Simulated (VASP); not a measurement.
ScAlSbP3, 6 atoms in the cell. It takes space group P-6m2 (No. 187, hexagonal). The conventional cell has a = 5.302 Å, b = 5.302 Å, c = 5.243 Å, α = 90.00°, β = 90.00°, γ = 120.00°. Within 4.0 Å of Sc (site symmetry -6m2) lie 3 Al at 3.06 Å and 3 Sb at 3.06 Å and 12 P at 3.74 Å. Al (site symmetry -6m2) has 6 P at 2.92 Å and 3 Sc at 3.06 Å and 3 Sb at 3.06 Å within 3.8 Å. Within 4.0 Å of Sb (site symmetry -6m2) lie 3 Sc at 3.06 Å and 3 Al at 3.06 Å and 6 P at 3.17 Å. Within 3.2 Å of P (site symmetry mm2) lie 4 P at 2.22 to 3.08 Å and 2 Al at 2.92 Å and 2 Sb at 3.17 Å. The cell was generated, and may not be a known phase.

```yaml
Program: VASP 6.6.1
Task: single point
Functional: PBE
Potentials_or_basis: VASP PAW PBE potentials, release 64 (Sc_sv, Al, Sb_d_GW, P)
Cutoff: 500 eV
k_mesh: 12 × 12 × 8
Occupations: gaussian, width 0.1 eV
Spin: no spin polarisation
Dipole_correction: no
Further_INCAR_settings: ALGO = Normal; EDIFF = 1e-06; NBANDS = 31
```

Potentials or basis: VASP PAW PBE potentials, release 64 (Sc_sv, Al, Sb_d_GW, P).

Command:

```sh
$ cat potpaw_PBE.64/Sc_sv/POTCAR potpaw_PBE.64/Al/POTCAR potpaw_PBE.64/Sb_d_GW/POTCAR potpaw_PBE.64/P/POTCAR > POTCAR
$ mpirun -np 1 vasp_std > vasp.out
```

Hardware: 1 thread of Intel(R) Xeon(R) Platinum 8259CL CPU @ 2.50GHz (Skylake/Cascade Lake), with other jobs on the host.

**Question.** Estimate the wall time of this run.

**Answer.** Run time: 8 min on 1 thread of Intel(R) Xeon(R) Platinum 8259CL CPU @ 2.50GHz (Skylake/Cascade Lake) (shared host), peak memory 0.55 GiB. Counts: scf iterations 15, k points 95.
